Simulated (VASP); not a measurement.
Here is a VASP 6.6.1 calculation.

The input INCAR:

```
ALGO = Normal ; EDIFF = 1E-6
ENCUT = 520 ; GGA = PS
ISIF = 2 ; ISMEAR = 0
LASPH = True ; LCHARG = False
LREAL = False ; LWAVE = False
NBANDS = 18 ; NELM = 60
PREC = Accurate ; SIGMA = 0.1
```

Contents of KPOINTS:

```
k-points
0
Gamma
  12 12 12
```

Contents of POSCAR:

```
Ta2H
1.0
    3.2798571866      0.0000000000      0.0000000000
    0.0000000000      3.3635270128      0.0000000000
    0.0000000000      0.0000000000      3.4099298312
Ta H
2 1
Direct
    0.5000000000      0.0000000000      0.7399944571
    0.0000000000      0.5000000000      0.2600055429
    0.0000000000      0.0000000000      0.0000000000
```

Potentials or basis: VASP PAW PBE potentials, release 64 (Ta_pv, H).

The run is started by

```console
$ cat potpaw_PBE.64/Ta_pv/POTCAR potpaw_PBE.64/H/POTCAR > POTCAR
$ mpirun -np 1 vasp_std > vasp.out
```

Problem. What does it give for the pressure?

Solution. 2.7 GPa.

Problem. Estimate the largest force.

Solution. 0.211 eV/Å.

Stress tensor (GPa, compression positive):
```
6.17 0.00 0.00
0.00 0.70 0.00
0.00 0.00 1.18
```

Caveat: the cell differs from its parent crystal (uniaxial strain along a: -2.0 %); the PAW data sets were made with another functional, which shifts forces and pressure a little.
